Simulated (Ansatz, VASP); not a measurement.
**One calculation of Sb, two programs**

```
Sb
1.0
     5.79422    0.00000    0.00000
    -2.89711    5.01794    0.00000
     0.00000    0.00000    9.13732
Sb
8
Direct
  0.50000 0.00000 0.50000
  0.00000 0.50000 0.50000
  0.50000 0.50000 0.50000
  0.33333 0.66667 0.16667
  0.33333 0.66667 0.83333
  0.66667 0.33333 0.83333
  0.66667 0.33333 0.16667
  0.00000 0.00000 0.00000
```

Alike in both runs: functional PBE; k mesh 3 × 3 × 4; occupations gaussian, width 0.1 eV; no spin polarisation.

Ansatz relaxed the structure, and its values are those at the end. VASP's run is a single point on that final structure, the one shown.

```csv
,VASP,Ansatz
version,VASP 6.6.1,Ansatz 0.2.0
potentials or method,"VASP PAW PBE potentials, release 64 (Sb), cutoff 520 eV","scalar-relativistic, plane waves, PAW"
valence electrons in the cell,40,120
```

|  | VASP | Ansatz | Ansatz less VASP |
| --- | --- | --- | --- |
| gap on the k mesh at the Fermi level (eV) | none | none | - |
| pressure (GPa) | 0.0 | 0.0 | +0.03 |
| rms of the force components (eV/Å) | 0.001 | 0.005 | +0.0037 |

A gap of «none» marks a metal or a gap that the smearing closes. With one functional, cell and mesh, what is left measures potentials, basis and numerics. VASP's potentials hold 40 valence electrons a cell and Ansatz's 120, so a difference there can come from the potentials and not from the codes.

The k mesh is coarse, so the values compare programs but aren't converged. Neither program's run includes spin-orbit coupling.
